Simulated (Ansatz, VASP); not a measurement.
HfN in VASP and in Ansatz

Contents of INCAR:

```
PREC = Accurate
ENCUT = 600
EDIFF = 1E-6
ISMEAR = 0
SIGMA = 0.022
LREAL = False
LASPH = True
NELM = 120
ALGO = Normal
ISIF = 2
LWAVE = False
LCHARG = False
GGA = PE
NBANDS = 14
GGA_COMPAT = False
```

KPOINTS

```
regular mesh
0
Gamma
  10 10 10
```

POSCAR

```
HfN
1.0
    0.0000000000      2.2560000000      2.2560000000
    2.2560000000      0.0000000000      2.2560000000
    2.2560000000      2.2560000000      0.0000000000
Hf N
1 1
Direct
    0.0000000000      0.0000000000      0.0000000000
    0.5000000000      0.5000000000      0.5000000000
```

The input input.yaml:

```yaml
crystal:
  lattice:
    - [0.0, 2.256, 2.256]
    - [2.256, 0.0, 2.256]
    - [2.256, 2.256, 0.0]
  atoms:
    - { symbol: Hf, position: [0.0, 0.0, 0.0] }
    - { symbol: "N", position: [0.5, 0.5, 0.5] }
kpoints:
  mp_grid: { grid: [10, 10, 10] }
scf:
  occupations: { method: gaussian, width: 0.022 }
hamiltonian:
  xc: pbe
  pseudopotentials: { kind: all_electron, lapw: { basis_error: 0.001 } }
output:
  forces: true
  stress: true
  eigenvalues: true
```

Alike in both runs: task single point; functional PBE; k mesh 10 × 10 × 10; occupations gaussian, width 0.022 eV; no spin polarisation.

```csv
,VASP,Ansatz
version,VASP 6.6.1,Ansatz 0.2.0
potentials or method,"VASP PAW PBE potentials, release 64 (Hf_pv, N), cutoff 600 eV","all-electron LAPW, scalar-relativistic"
```

|  | VASP | Ansatz | Ansatz less VASP |
| --- | --- | --- | --- |
| gap on the k mesh at the Fermi level (eV) | none | none | - |
| pressure (GPa) | 4.1 | 6.7 | +2.57 |

A gap of «none» marks a metal or a gap that the smearing closes. Ansatz ran all-electron here, and VASP with PAW potentials.

Spin-orbit coupling is off throughout.
